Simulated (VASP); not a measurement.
A run of VASP 6.6.1:

INCAR

```
PREC     = Accurate       # precision mode
ENCUT    = 520            # plane-wave cutoff, eV
EDIFF    = 1E-6           # SCF threshold, eV
ISMEAR   = -1             # smearing method
SIGMA    = 0.05           # smearing width, eV
LREAL    = F              # projectors in reciprocal space
LASPH    = T              # aspherical terms in the spheres
NELM     = 80             # most SCF steps
ALGO     = Normal         # electronic algorithm
ISIF     = 2              # what is computed and relaxed
LWAVE    = F              # write WAVECAR
LCHARG   = F              # write CHGCAR
GGA      = PE             # functional
NBANDS   = 11             # bands
```

KPOINTS

```
regular mesh
0
Gamma
  15 15 15
```

The input POSCAR:

```
MgO
1.0
    0.0000000000      2.2097044255      2.2097044255
    2.2097044255      0.0000000000      2.2097044255
    2.2097044255      2.2097044255      0.0000000000
Mg O
1 1
Direct
    0.0000000000      0.0000000000      0.0000000000
    0.2500000000      0.2500000000      0.2500000000
```

Potentials or basis: VASP PAW PBE potentials, release 64 (Mg, O).

The run is started by

```console
$ cat potpaw_PBE.64/Mg/POTCAR potpaw_PBE.64/O/POTCAR > POTCAR
$ mpirun -np 1 vasp_std > vasp.out
```

Hardware: 1 thread of Intel(R) Xeon(R) Platinum 8259CL CPU @ 2.50GHz (Skylake/Cascade Lake), on a shared host.

Question: How long does it take, and how much memory?

Answer: Wall time 19 s on 1 thread of Intel(R) Xeon(R) Platinum 8259CL CPU @ 2.50GHz (Skylake/Cascade Lake), with other jobs on the host, peak memory 0.16 GiB. Counts: scf iterations 12, k points 120.
